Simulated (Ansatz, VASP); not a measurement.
One calculation of Ta, two programs

```
Ta
1.0
     0.00000    2.14820    2.14820
     2.14820    0.00000    2.14820
     2.14820    2.14820    0.00000
Ta
1
Direct
  0.00000 0.00000 0.00000
```

Alike in both runs: task single point; functional revPBE; k mesh 14 × 14 × 14; occupations fermi-dirac, width 0.1 eV; no spin polarisation.

|  | VASP | Ansatz |
| --- | --- | --- |
| version | VASP 6.6.1 | Ansatz 0.2.0 |
| potentials or method | VASP PAW PBE potentials, release 64 (Ta_pv), cutoff 520 eV | plane waves (420 eV) with PAW, scalar-relativistic |
| valence electrons in the cell | 11 | 13 |

|  | VASP | Ansatz | Ansatz less VASP |
| --- | --- | --- | --- |
| pressure (GPa) | -6.7 | -6.6 | +0.05 |

VASP's potentials were made for PBE, not for revPBE. With one functional, cell and mesh, what is left measures potentials, basis and numerics. VASP's potentials hold 11 valence electrons a cell and Ansatz's 13, so a difference there can come from the potentials and not from the codes.

Neither program's run includes spin-orbit coupling.
